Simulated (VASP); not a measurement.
# Be3CdSe (Pm-3m) in VASP: further runs

The runs below take Be3CdSe through single point, relaxation of cell and atoms, with PBE.

Everything below comes from runs of VASP 6.6.1. Logs are shortened: lines on timing, memory, paths and dates and some standing lists are left out, and cuts for length are marked.

**1. The cell of the first run**

It takes space group Pm-3m (No. 221, cubic). Conventional cell: a = 4.400 Å, b = 4.400 Å, c = 4.400 Å, α = 90.00°, β = 90.00°, γ = 90.00°. Within 2.9 Å of Be (site symmetry 4/mmm) lie 2 Se at 2.20 Å. Within 4.1 Å of Cd (site symmetry m-3m) lie 12 Be at 3.11 Å and 8 Se at 3.81 Å. Se (site symmetry m-3m) has 6 Be at 2.20 Å within 2.9 Å.

**2. Single point, PBE**

Input file INCAR:

```
ALGO = Normal
EDIFF = 1E-7
ENCUT = 520
GGA = PE
ISIF = 2
ISMEAR = 0
LASPH = True
LCHARG = True
LELF = True
LREAL = False
LVHAR = True
LWAVE = False
NBANDS = 20
NELM = 80
PREC = Accurate
SIGMA = 0.1
```

Input file KPOINTS:

```
k-points
0
Gamma
  8 8 8
```

Input file POSCAR:

```
Be3CdSe
1.0
    4.3995629477      0.0000000000      0.0000000000
    0.0000000000      4.3995629477      0.0000000000
    0.0000000000      0.0000000000      4.3995629477
Be Cd Se
3 1 1
Direct
    0.0000000000      0.5000000000      0.5000000000
    0.5000000000      0.0000000000      0.5000000000
    0.5000000000      0.5000000000      0.0000000000
    0.0000000000      0.0000000000      0.0000000000
    0.5000000000      0.5000000000      0.5000000000
```

Potentials or basis: VASP PAW PBE potentials, release 64 (Be, Cd, Se).

The run is started by

```console
cat potpaw_PBE.64/Be/POTCAR potpaw_PBE.64/Cd/POTCAR potpaw_PBE.64/Se/POTCAR > POTCAR
mpirun -np 1 vasp_std > vasp.out
```

OUTCAR:

```text
EDIFF = 1E-7
   ENCUT = 520
   GGA = PE
   ISIF = 2
   ISMEAR = 0
   LASPH = True
   LREAL = False
   NELM = 80
   PREC = Accurate

 ion  position               nearest neighbor table
   1  0.000  0.500  0.500-   5 2.20   5 2.20
   2  0.500  0.000  0.500-   5 2.20   5 2.20
   3  0.500  0.500  0.000-   5 2.20   5 2.20
   4  0.000  0.000  0.000-
   5  0.500  0.500  0.500-   1 2.20   2 2.20   3 2.20   3 2.20   2 2.20   1 2.20

  LATTYP: Found a simple cubic cell.
 ALAT       =     4.3995629477

  Lattice vectors:

 A1 = (   4.3995629477,   0.0000000000,   0.0000000000)
 A2 = (   0.0000000000,   4.3995629477,   0.0000000000)
 A3 = (   0.0000000000,   0.0000000000,   4.3995629477)

Analysis of symmetry for initial positions (statically):
=====================================================================
 Subroutine PRICEL returns:
 Original cell was already a primitive cell.

 Routine SETGRP: Setting up the symmetry group for a
 simple cubic supercell.

 Subroutine GETGRP returns: Found 48 space group operations
 (whereof 48 operations were pure point group operations)
 out of a pool of 48 trial point group operations.

The static configuration has the point symmetry O_h .

Analysis of symmetry for dynamics (positions and initial velocities):
=====================================================================
 Subroutine PRICEL returns:
 Original cell was already a primitive cell.

 Routine SETGRP: Setting up the symmetry group for a
 simple cubic supercell.

 Subroutine GETGRP returns: Found 48 space group operations
 (whereof 48 operations were pure point group operations)
 out of a pool of 48 trial point group operations.

The dynamic configuration has the point symmetry O_h .

 Subroutine INISYM returns: Found 48 space group operations
 (whereof 48 operations are pure point group operations),
 and found     1 'primitive' translations

----------------------------------------------------------------------------------------

                                     Primitive cell

  volume of cell :      85.1586

  direct lattice vectors                    reciprocal lattice vectors
     4.399562948  0.000000000  0.000000000     0.227295305  0.000000000  0.000000000
     0.000000000  4.399562948  0.000000000     0.000000000  0.227295305  0.000000000
     0.000000000  0.000000000  4.399562948     0.000000000  0.000000000  0.227295305

  length of vectors
     4.399562948  4.399562948  4.399562948     0.227295305  0.227295305  0.227295305

  position of ions in fractional coordinates (direct lattice)
     0.000000000  0.500000000  0.500000000
     0.500000000  0.000000000  0.500000000
     0.500000000  0.500000000  0.000000000
     0.000000000  0.000000000  0.000000000
     0.500000000  0.500000000  0.500000000

  ion indices of the primitive-cell ions
   primitive index   ion index
                 1           1
                 2           2
                 3           3
                 4           4
                 5           5

----------------------------------------------------------------------------------------

 KPOINTS: k-points

Automatic generation of k-mesh.
 Grid dimensions read from file:
 generate k-points for:    8    8    8

 Generating k-lattice:

  Cartesian coordinates                     Fractional coordinates (reciprocal lattice)
     0.028411913  0.000000000  0.000000000     0.125000000  0.000000000  0.000000000
     0.000000000  0.028411913  0.000000000     0.000000000  0.125000000  0.000000000
     0.000000000  0.000000000  0.028411913     0.000000000  0.000000000  0.125000000

  Length of vectors
     0.028411913  0.028411913  0.028411913

  Shift w.r.t. Gamma in fractional coordinates (k-lattice)
     0.000000000  0.000000000  0.000000000

 Subroutine IBZKPT returns following result:
 ===========================================

 Found     35 irreducible k-points:

 Following reciprocal coordinates:
            Coordinates               Weight
  0.000000  0.000000  0.000000      1.000000
  0.125000  0.000000  0.000000      6.000000
  0.250000  0.000000  0.000000      6.000000
  0.375000  0.000000  0.000000      6.000000
  0.500000  0.000000  0.000000      3.000000
  0.125000  0.125000  0.000000     12.000000
[... 16 lines left out ...]
  0.375000  0.375000  0.125000     24.000000
  0.500000  0.375000  0.125000     24.000000
 [... further k-points ...]
   k-points           NKPTS =     35   k-points in BZ     NKDIM =     35   number of bands    NBANDS=     20
   number of dos      NEDOS =    301   number of ions     NIONS =      5
   total plane-waves  NPLWV =  46656
   dimension x,y,z NGX =    36 NGY =   36 NGZ =   36
   dimension x,y,z NGXF=    72 NGYF=   72 NGZF=   72
   ions per type =               3   1   1
   NGX,Y,Z   is equivalent  to a cutoff of  13.60, 13.60, 13.60 a.u.
   NGXF,Y,Z  is equivalent  to a cutoff of  27.21, 27.21, 27.21 a.u.
 SYSTEM =  unknown system
   PREC   = accura    normal or accurate (medium, high low for compatibility)
   ISTART =      0    job   : 0-new  1-cont  2-samecut
   ICHARG =      2    charge: 1-file 2-atom 10-const
   ISPIN  =      1    spin polarized calculation?
   LNONCOLLINEAR =      F non collinear calculations
   LSORBIT =      F    spin-orbit coupling
   LASPH  =      T    aspherical Exc in radial PAW
   ENCUT  =  520.0 eV  38.22 Ry    6.18 a.u.   8.18  8.18  8.18*2*pi/ulx,y,z
   NELM   =     80;   NELMIN=  2; NELMDL= -5     # of ELM steps
   EDIFF  = 0.1E-06   stopping-criterion for ELM
   LREAL  =      F    real-space projection
   EDIFFG = 0.1E-05   stopping-criterion for IOM
   NSW    =      0    number of steps for IOM
   IBRION =     -1    ionic relax: 0-MD 1-quasi-New 2-CG
   NFREE  =      0    steps in history (QN), initial steepest desc. (CG)
   ISIF   =      2    stress and relaxation
   ISYM   =      2    0-nonsym 1-usesym 2-fastsym
   POTIM  = 0.5000    time-step for ionic-motion
   TEBEG  =    0.0;   TEEND  =   0.0 temperature during run
   PSTRESS=    0.0 pullay stress
   NELECT =      24.0000    total number of electrons
   NUPDOWN=      -1.0000    fix difference up-down
   EMIN   =  10.00;   EMAX   =-10.00  energy-range for DOS
   EFERMI =   0.00;   METHOD = LEGACY
   ISMEAR =     0;   SIGMA  =   0.10  broadening in eV -4-tet -1-fermi 0-gaus
   EFERMI_NEDOS =   21; number of points for ismear=-14 and -15
   IALGO  =     38    algorithm
   IMIX   =      4    mixing-type and parameters
     AMIX     =   0.40;   BMIX     =  1.00
     AMIX_MAG =   1.60;   BMIX_MAG =  1.00
  volume/ion in A,a.u.               =      17.03       114.94
  Fermi-wavevector in a.u.,A,eV,Ry     =   1.073336  2.028311 15.674595  1.152050
  Thomas-Fermi vector in A             =   2.209132
   LORBIT       =      0    0 simple, 1 ext, 2 COOP (PROOUT), +10 PAW based schemes
   GGA     = PE    functional components
   LHFCALC =     F    Hartree Fock is set to
   AEXX    =    0.0000 exact exchange contribution
   IVDW    =     0    specifies the selected vdW correction
   LEPSILON=     F    determine dielectric tensor
   LRPA    =     F    only Hartree local field effects (RPA)
 non-spin polarized calculation
 Gauss-broadening in eV      SIGMA  =   0.10
  energy-cutoff  :      520.00
  volume of cell :       85.16
 maximum number of plane-waves:      2320
 NGX is ok and might be reduce to    36
   NGX = 17   NGY = 17   NGZ = 17

 number of electron      23.9999999 magnetization

 Free energy of the ion-electron system (eV)
  ---------------------------------------------------
  ext. energy  EPLUGINS =         0.00000000
  ---------------------------------------------------
  free energy    TOTEN  =       -11.05178862 eV

  energy without entropy =      -11.04086743  energy(sigma->0) =      -11.04632803

 E-fermi :   4.1208     XC(G=0):  -9.6485

 val. band max:        4.0820747009   @ k =   0.5000   0.1250   0.0000
 cond. band min:       4.1247394828   @ k =   0.3750   0.2500   0.0000
 fundamental gap:      0.0426647819
 Fermi energy:         4.1208115533

 k-point     1 :       0.0000    0.0000    0.0000
  band No.  band energies     occupation
      1     -11.8898      2.00000
      2      -4.4739      2.00000
      3      -4.4739      2.00000
      4      -4.3844      2.00000
      5      -4.3844      2.00000
      6      -4.3844      2.00000
[... 12 lines left out ...]
     19       9.2493      0.00000
     20      10.3839      0.00000

 k-point     2 :       0.1250    0.0000    0.0000
  band No.  band energies     occupation
      1     -11.8772      2.00000
      2      -4.4721      2.00000
      3      -4.4700      2.00000
      4      -4.4038      2.00000
      5      -4.4038      2.00000
      6      -4.3836      2.00000
[... 12 lines left out ...]
     19       9.6285      0.00000
     20      10.4298      0.00000

 k-point     3 :       0.2500    0.0000    0.0000
  band No.  band energies     occupation
      1     -11.8463      2.00000
      2      -4.4813      2.00000
      3      -4.4678      2.00000
      4      -4.4477      2.00000
      5      -4.4477      2.00000
      6      -4.3818      2.00000
[... 12 lines left out ...]
     19      10.3436      0.00000
     20      10.5496      0.00000

 k-point     4 :       0.3750    0.0000    0.0000
  band No.  band energies     occupation
      1     -11.8147      2.00000
      2      -4.5470      2.00000
      3      -4.4879      2.00000
      4      -4.4879      2.00000
      5      -4.4635      2.00000
      6      -4.3799      2.00000
[... 12 lines left out ...]
     19      10.3072      0.00000
     20      10.6858      0.00000

 k-point     5 :       0.5000    0.0000    0.0000
  band No.  band energies     occupation
      1     -11.8013      2.00000
      2      -4.5975      2.00000
      3      -4.5036      2.00000
      4      -4.5036      2.00000
      5      -4.4618      2.00000
      6      -4.3792      2.00000
[... 12 lines left out ...]
     19       9.1723      0.00000
     20      10.7484      0.00000

 k-point     6 :       0.1250    0.1250    0.0000
  band No.  band energies     occupation
      1     -11.8653      2.00000
      2      -4.4718      2.00000
      3      -4.4632      2.00000
      4      -4.4202      2.00000
      5      -4.4105      2.00000
      6      -4.3922      2.00000
[... 12 lines left out ...]
     19       9.7448      0.00000
     20      11.1545      0.00000

 k-point     7 :       0.2500    0.1250    0.0000
  band No.  band energies     occupation
      1     -11.8362      2.00000
      2      -4.4884      2.00000
      3      -4.4566      2.00000
      4      -4.4448      2.00000
      5      -4.4435      2.00000
      6      -4.3925      2.00000
[... 12 lines left out ...]
     19      10.1222      0.00000
     20      11.3679      0.00000
[... 277 lines left out ...]
 k-point    20 :       0.2500    0.2500    0.1250
  band No.  band energies     occupation
      1     -11.8026      2.00000
      2      -4.5069      2.00000
      3      -4.4565      2.00000
      4      -4.4366      2.00000
      5      -4.4275      2.00000
      6      -4.4027      2.00000
[... 12 lines left out ...]
     19       8.6423      0.00000
     20      11.0695      0.00000

 k-point    21 :       0.3750    0.2500    0.1250
  band No.  band energies     occupation
      1     -11.7783      2.00000
      2      -4.5310      2.00000
      3      -4.4735      2.00000
      4      -4.4314      2.00000
      5      -4.4252      2.00000
      6      -4.3857      2.00000
[... 12 lines left out ...]
     19       8.4844      0.00000
     20      10.3930      0.00000

 k-point    22 :       0.5000    0.2500    0.1250
  band No.  band energies     occupation
      1     -11.7681      2.00000
      2      -4.5374      2.00000
      3      -4.4807      2.00000
      4      -4.4395      2.00000
      5      -4.4221      2.00000
      6      -4.3819      2.00000
[... 12 lines left out ...]
     19       8.1108      0.00000
     20       9.5332      0.00000

 k-point    23 :       0.3750    0.3750    0.1250
  band No.  band energies     occupation
      1     -11.7581      2.00000
      2      -4.5310      2.00000
      3      -4.4769      2.00000
      4      -4.4336      2.00000
      5      -4.4195      2.00000
      6      -4.3440      2.00000
[... 12 lines left out ...]
     19       9.4378      0.00000
     20      10.2845      0.00000

 k-point    24 :       0.5000    0.3750    0.1250
  band No.  band energies     occupation
      1     -11.7497      2.00000
      2      -4.5220      2.00000
      3      -4.4817      2.00000
      4      -4.4455      2.00000
      5      -4.4155      2.00000
      6      -4.3284      2.00000
[... 12 lines left out ...]
     19       8.8688      0.00000
     20      10.0745      0.00000

 [... further k-points ...]
[... 5 lines left out ...]
  --------------------------------------------------------------------------------------
  -------------------------------------------------------------------------------------
  Total        0.0727818      0.0727818      0.0727818      0.0000000     -0.0000000     -0.0000000
  in kB        1.3693194      1.3693194      1.3693194      0.0000000     -0.0000000     -0.0000000
  external PRESSURE =       1.3693194 kB  Pullay stress =       0.0000000 kB

 VOLUME and BASIS-vectors are now :
 -----------------------------------------------------------------------------
  energy-cutoff  :      520.00
  volume of cell :       85.16
      direct lattice vectors                 reciprocal lattice vectors
     4.399562948  0.000000000  0.000000000     0.227295305  0.000000000  0.000000000
     0.000000000  4.399562948  0.000000000     0.000000000  0.227295305  0.000000000
     0.000000000  0.000000000  4.399562948     0.000000000  0.000000000  0.227295305

 POSITION                                       TOTAL-FORCE (eV/Angst)
 -----------------------------------------------------------------------------------
      0.00000      2.19978      2.19978         0.000000      0.000000      0.000000
      2.19978      0.00000      2.19978         0.000000      0.000000      0.000000
      2.19978      2.19978      0.00000         0.000000      0.000000      0.000000
      0.00000      0.00000      0.00000         0.000000      0.000000      0.000000
      2.19978      2.19978      2.19978         0.000000      0.000000      0.000000
 -----------------------------------------------------------------------------------
    total drift:                                0.000000      0.000000      0.000000

  FREE ENERGIE OF THE ION-ELECTRON SYSTEM (eV)
  ---------------------------------------------------
  free  energy   TOTEN  =       -11.0517886195 eV

  energy  without entropy=      -11.0408674333  energy(sigma->0) =      -11.04632803
```

Run time: 21 s. Hardware: 1 thread of Intel Xeon 6975P-C (Granite Rapids), shared host; peak memory 0.24 GiB.

What came out:

| Item | Value |
| --- | --- |
| Free energy | -11.0518 eV |
| Pressure | 0.1 GPa |
| Band gap on the k mesh | zero (band 12 reaches 4.51 eV, above the bottom of band 13 at 2.17 eV) |

Levels at points of the mesh, in eV from the Fermi level:
```csv
k point,band 8,band 9,band 10,band 11,band 12,band 13,band 14,band 15,band 16,band 17
"(0.00, 0.00, 0.00)",-6.73,-6.73,-5.33,-0.73,-0.73,1.70,1.70,1.70,3.37,3.37
"(0.50, 0.00, 0.00)",-6.30,-6.30,-2.80,-2.03,-0.25,0.04,0.04,1.79,3.46,3.48
"(0.50, 0.50, 0.00)",-7.54,-6.19,-4.46,-0.41,0.39,0.39,1.27,1.27,2.90,3.23
"(0.50, 0.50, 0.50)",-6.66,-6.66,-3.02,-3.02,-3.02,-1.95,3.03,3.03,4.94,4.94
```

(Part 1 of 2 ends here.)
